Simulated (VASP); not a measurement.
**Si12CO23 (a cell with a defect): single point with PBE**

The system is Si12CO23 (a cell with a defect).

```
CELL_PARAMETERS angstrom
-2.51041 4.34816 5.50927
5.02082 0.00000 5.50927
5.02082 8.69631 0.00000
ATOMIC_POSITIONS crystal
Si 0.40526 0.92278 0.03854
Si 0.90905 0.42723 0.27511
Si 0.99876 0.99666 0.26325
Si 0.51026 0.49710 0.01366
Si 0.08837 0.57229 0.45475
Si 0.59317 0.06606 0.20560
Si 0.40026 0.93210 0.53886
Si 0.91458 0.42403 0.78638
Si 0.99822 0.00079 0.76268
Si 0.48673 0.50548 0.52230
Si 0.11522 0.56541 0.93974
Si 0.58955 0.07393 0.70556
O 0.05135 0.48565 0.33987
O 0.56004 0.98222 0.08816
O 0.05896 0.80815 0.39397
O 0.56197 0.30435 0.14390
O 0.18153 0.01498 0.11842
O 0.31102 0.47503 0.47365
O 0.81654 0.97391 0.22088
O 0.43930 0.68516 0.08210
O 0.93749 0.18955 0.32422
O 0.43381 0.02063 0.36294
O 0.96661 0.49688 0.09735
O 0.08744 0.47241 0.82450
O 0.55975 0.98409 0.58946
O 0.06601 0.80371 0.88470
O 0.54714 0.31206 0.65130
O 0.17753 0.03233 0.61593
O 0.70116 0.52424 0.87607
O 0.33923 0.48128 0.95441
O 0.81398 0.98338 0.71935
O 0.42368 0.69422 0.59121
O 0.93687 0.18836 0.83049
O 0.43587 0.01098 0.86286
O 0.93148 0.51734 0.61173
C 0.66658 0.56836 0.34871
```

```yaml
Program: VASP 6.6.1
Task: single point
Functional: PBE
Potentials_or_basis: VASP PAW PBE potentials, release 64 (Si, O, C)
Cutoff: 520 eV
k_mesh: 2 × 2 × 2, shifted
Occupations: fermi-dirac, width 0.01 eV
Spin: no spin polarisation
Dipole_correction: no
Further_INCAR_settings: LREAL = Auto; ALGO = Normal; EDIFF = 1e-06; NBANDS = 119
```

| Property | Result |
| --- | --- |
| Pressure | 0.5 GPa |
| Largest force | 0.041 eV/Å |
| Band gap on the k mesh | 0.12 eV |

Forces in eV/Å, atoms in the order of the input:
```
Si  -0.005 -0.020 -0.006
Si   0.040 -0.001 -0.008
Si   0.002  0.019  0.006
Si   0.003  0.003  0.011
Si  -0.016  0.003 -0.006
Si  -0.003 -0.010  0.008
Si   0.006 -0.008  0.001
Si   0.012 -0.014 -0.001
Si   0.013  0.014 -0.012
Si  -0.016  0.023  0.025
Si  -0.017  0.003  0.006
Si  -0.012  0.003 -0.001
O   -0.003 -0.009 -0.006
O    0.006 -0.001 -0.001
O   -0.002 -0.007 -0.004
O   -0.010  0.003 -0.014
O    0.001  0.013 -0.009
O    0.009  0.012  0.004
O    0.012  0.000 -0.008
O    0.012 -0.003  0.014
O    0.011 -0.014  0.014
O   -0.015  0.001  0.005
O    0.002  0.017  0.006
O    0.010 -0.002  0.002
O    0.005 -0.003  0.002
O   -0.003 -0.003 -0.010
O   -0.014 -0.012 -0.008
O   -0.004  0.004 -0.005
O   -0.005  0.005 -0.007
O    0.012  0.001  0.000
O    0.011  0.004  0.006
O    0.002 -0.013  0.009
O   -0.004 -0.009  0.008
O   -0.013  0.009  0.001
O   -0.005  0.008 -0.004
C   -0.023 -0.018 -0.019
```

Stress tensor (GPa, compression positive):
```
 1.22  0.35 -0.22
 0.35  0.00 -0.11
-0.22 -0.11  0.33
```

Levels at points of the mesh, in eV from the valence-band top:
| k point | band 92 | band 93 | band 94 | band 95 | band 96 | band 97 | band 98 | band 99 |
| --- | --- | --- | --- | --- | --- | --- | --- | --- |
| (0.25, 0.25, 0.25) | -2.13 | -2.03 | -1.94 | 0.00 | 0.12 | 4.36 | 6.08 | 6.27 |

Wall time 16 min on 1 thread of Intel Xeon 8259CL (shared host), peak memory 0.6 GiB.
